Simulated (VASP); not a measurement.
Crystal: Zn2Bi.

```xyz
3
Lattice="5.0349 0.0000 0.0000 -2.5175 4.3604 0.0000 0.0000 0.0000 3.0580" Properties=species:S:1:pos:R:3 pbc="T T T"
Zn    0.0000    2.9069    1.5290
Zn    2.5175    1.4535    1.5290
Bi    0.0000    0.0000    0.0000
```

- Program: VASP 6.6.1
- Task: relaxation of cell and atoms
- Functional: PBE
- Potentials or basis: VASP PAW PBE potentials, release 64 (Zn, Bi_d)
- Cutoff: 600 eV
- k mesh: 12 × 12 × 16
- Occupations: gaussian, width 0.1 eV
- Spin: no spin polarisation

At the start: pressure 0.5 GPa; volume 22.38 Å³/atom.

**Question.** How do energy, volume and symmetry change on relaxing?

**Answer.** Over 9 steps the energy falls by 121.2 meV/atom and the volume is 21.99 Å³/atom (-1.7 %); space group P6/mmm (No. 191, to 0.1 Å) before and after.

The path:
| step | energy change (eV) | largest force (eV/Å) | pressure (GPa) | volume (Å³) |
| --- | --- | --- | --- | --- |
| 1 | 0.0000 | 0.0000 | 0.50 | 67.14 |
| 2 | -0.0889 | 0.0000 | -0.63 | 67.76 |
| 3 | -0.1922 | 0.0000 | -2.09 | 68.77 |
| 4 | -0.3267 | 0.0000 | -2.57 | 69.36 |
| 5 | -0.2800 | 0.0000 | 4.94 | 61.67 |
| 6 | -0.3635 | 0.0000 | -0.12 | 66.17 |
| 7 | -0.3635 | 0.0000 | -0.06 | 66.10 |
| 8 | -0.3635 | 0.0000 | -0.01 | 66.04 |
| 9 | -0.3635 | 0.0000 | 0.04 | 65.98 |

Final structure:
```cif
data_structure
_symmetry_space_group_name_H-M 'P 1'
_symmetry_Int_Tables_number 1
_cell_length_a 4.3986
_cell_length_b 4.3986
_cell_length_c 3.9381
_cell_angle_alpha 90.000
_cell_angle_beta 90.000
_cell_angle_gamma 120.000
_cell_volume 65.98
loop_
_atom_site_label
_atom_site_type_symbol
_atom_site_fract_x
_atom_site_fract_y
_atom_site_fract_z
_atom_site_occupancy
Zn1 Zn 0.33333 0.66667 0.50000 1
Zn2 Zn 0.66667 0.33333 0.50000 1
Bi1 Bi 0.00000 0.00000 0.00000 1
```

Caveat: a cell axis changed by over 15 % at a fixed basis, so the end point is rough.
